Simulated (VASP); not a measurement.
Input of a VASP 6.6.1 run:

The input INCAR:

```
SYSTEM = Sr
PREC     = Accurate       ! precision mode
ENCUT    = 600            ! plane-wave cutoff, eV
EDIFF    = 1E-6           ! SCF threshold, eV
ISMEAR   = 0              ! smearing method
SIGMA    = 0.1            ! smearing width, eV
LREAL    = .False.        ! projectors in reciprocal space
LASPH    = .True.         ! aspherical terms in the spheres
NELM     = 80             ! most SCF steps
ALGO     = Normal         ! electronic algorithm
ISIF     = 3              ! what is computed and relaxed
LWAVE    = .False.        ! write WAVECAR
LCHARG   = .False.        ! write CHGCAR
GGA      = PE             ! functional
IBRION   = 2              ! ionic algorithm
NSW      = 70             ! ionic steps
EDIFFG   = -0.008         ! ionic threshold
PSTRESS  = 250.0
```

KPOINTS

```
Automatic mesh
0
Gamma
  14 14 14
  0 0 0
```

The input POSCAR:

```
Sr
1.0
    0.0000000000      2.4984686996      2.4984686996
    2.4984686996      0.0000000000      2.4984686996
    2.4984686996      2.4984686996      0.0000000000
Sr
1
Direct
    0.0000000000      0.0000000000      0.0000000000
```

Potentials or basis: VASP PAW PBE potentials, release 64 (Sr_sv).

Launch:

```sh
$ cat potpaw_PBE.64/Sr_sv/POTCAR > POTCAR
$ mpirun -np 1 vasp_std > vasp.out
```

Question: Estimate the band gap on the k mesh.

Answer: Zero (bands 5 and 6 overlap by 1.03 eV).

Question: Predict the relaxed cell.

Answer: a = 3.341 Å, b = 3.341 Å, c = 3.341 Å, α = 60.00°, β = 60.00°, γ = 60.00°.

Question: What does it give for the relaxed volume?

Answer: 26.36 Å³/atom.

Question: What does it give for the space group after relaxing (to 0.1 Å)?

Answer: Fm-3m (No. 225).

The path:
```
step  energy change (eV)  largest force (eV/Å)  pressure (GPa)  volume (Å³)
   1              0.0000                0.0000           15.68        31.19
   2              1.0707                0.0000           32.41        23.70
   3              0.6074                0.0000           25.10        26.30
   4              0.5930                0.0000           24.88        26.39
   5              0.5931                0.0000           24.88        26.39
   6              0.5934                0.0000           24.86        26.39
   7              0.5934                0.0000           24.89        26.39
   8              0.5934                0.0000           24.89        26.39
   9              0.5934                0.0000           24.89        26.39
  10              0.5934                0.0000           24.89        26.39
  11              0.5935                0.0000           24.89        26.39
  12              0.5936                0.0000           24.89        26.39
  13              0.5937                0.0000           24.88        26.39
  14              0.5940                0.0000           24.87        26.39
  15              0.5945                0.0000           24.90        26.38
  16              0.5957                0.0000           24.92        26.38
  17              0.5979                0.0000           24.97        26.36
```

Caveat: the cell is relaxed towards a set pressure, so the run minimises the enthalpy, not the energy; the volume moved by over 15 % at a fixed basis, so the end points are rough.
